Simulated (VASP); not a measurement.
Input of a VASP 6.6.1 run:

Contents of INCAR:

```
SYSTEM = Ta
PREC = Accurate
ENCUT = 520
EDIFF = 1E-6
ISMEAR = 0
SIGMA = 0.15
LREAL = .FALSE.
LASPH = .TRUE.
NELM = 80
ALGO = Fast
ISIF = 2
LWAVE = .FALSE.
LCHARG = .TRUE.
GGA = PE
LELF = .TRUE.
LVHAR = .TRUE.
NBANDS = 18
```

The input KPOINTS:

```
regular mesh
0
G
  22 22 14
  0 0 0
```

POSCAR

```
Ta
1.0
   -1.6593948201      1.6593948201      1.6593948201
    1.6593948201     -1.6593948201      1.6593948201
    3.3187896402      3.3187896402      0.0000000000
Ta
2
Direct
   -0.0106530823      0.0106530823      0.0000000000
    0.5106530823      0.4893469177      0.5000000000
```

Potentials or basis: VASP PAW PBE potentials, release 64 (Ta_pv).

The run is started by

```console
$ cat potpaw_PBE.64/Ta_pv/POTCAR > POTCAR
$ mpirun -np 1 vasp_std > vasp.out
```

(1) What does it give for the band gap on the k mesh?

(2) Predict the largest force.

(3) Estimate the pressure.

Results:

(1) zero (bands 11 and 12 overlap by 2.85 eV).

(2) 0.259 eV/Å.

(3) 0.4 GPa.

Caveat: the cell differs from its parent crystal (atoms displaced along a vibrational mode); spin-orbit coupling is left out, which moves the levels of the heavy elements.
